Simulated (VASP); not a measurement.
Runs of VASP 6.6.1 on CuO. It takes space group Pm-3m (No. 221, cubic). The conventional cell has a = 2.553 Å, b = 2.553 Å, c = 2.553 Å, α = 90.00°, β = 90.00°, γ = 90.00°. Cu (site symmetry m-3m) has 8 O at 2.21 Å and 6 Cu at 2.55 Å within 2.9 Å. Within 2.9 Å of O (site symmetry m-3m) lie 8 Cu at 2.21 Å and 6 O at 2.55 Å. 

```tsv
potentials or basis	spin	fixed moment (μB)	cutoff (eV)	gap on the mesh (eV)	pressure (GPa)	moment (μB)
VASP PAW LDA potentials, release 64 (Cu_sv_GW, O)	collinear	-	820	none	(a)	1.00
VASP PAW LDA potentials, release 64 (Cu_sv_GW, O_h)	collinear	-	1340	none	-0.7	1.00
VASP PAW LDA potentials, release 64 (Cu_sv_GW, O)	collinear, zero start	0.0	820	-	-5.7	0.00
VASP PAW LDA potentials, release 64 (Cu_sv_GW, O)	collinear, ferromagnetic start	-	820	none	-1.0	1.00
```

Alike in all rows: task single point; level LDA+U; Cu d U = 8.0 eV; cell as given; k mesh 7 × 7 × 7; smearing gaussian 0.05 eV.

Question: Estimate the missing entries.

Answer: (a) -1.3.

Caveats: a cell with one magnetic atom can't hold antiferromagnetic order, which such compounds often take (at least some runs); the cell stands under tension (at least some runs); the total moment is fixed, so each spin has its own Fermi level (at least some runs).

A gap of «none» marks levels without a gap at the run's occupations.
